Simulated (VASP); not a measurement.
CsCdCl3, 5 atoms in the cell. It takes space group Pm-3m (No. 221, cubic). The conventional cell has a = 5.200 Å, b = 5.200 Å, c = 5.200 Å, α = 90.00°, β = 90.00°, γ = 90.00°. Cs (site symmetry m-3m) has 12 Cl at 3.68 Å and 8 Cd at 4.50 Å within 4.8 Å. Within 3.4 Å of Cd (site symmetry m-3m) lie 6 Cl at 2.60 Å. Within 3.4 Å of Cl (site symmetry 4/mmm) lie 2 Cd at 2.60 Å. 

```yaml
Program: VASP 6.6.1
Task: single point
Functional: LDA
Potentials_or_basis: VASP PAW LDA potentials, release 64 (Cs_sv, Cd, Cl)
Cutoff: 520 eV
k_mesh: 4 × 4 × 4
Occupations: gaussian, width 0.01 eV
Spin: no spin polarisation
Dipole_correction: no
Further_INCAR_settings: ALGO = Normal; EDIFF = 1e-06; NBANDS = 29
```

Potentials or basis: VASP PAW LDA potentials, release 64 (Cs_sv, Cd, Cl).

Run with:

```console
$ cat potpaw_LDA.64/Cs_sv/POTCAR potpaw_LDA.64/Cd/POTCAR potpaw_LDA.64/Cl/POTCAR > POTCAR
$ mpirun -np 1 vasp_std > vasp.out
```

Hardware: 1 thread of Intel(R) Xeon(R) Platinum 8488C (Sapphire Rapids), with other jobs on the host.

Q: How long does it take, and how much memory?

A: Run time: 40 s on 1 thread of Intel(R) Xeon(R) Platinum 8488C (Sapphire Rapids), with other jobs on the host, peak memory 0.21 GiB. Counts: scf iterations 12, k points 10.
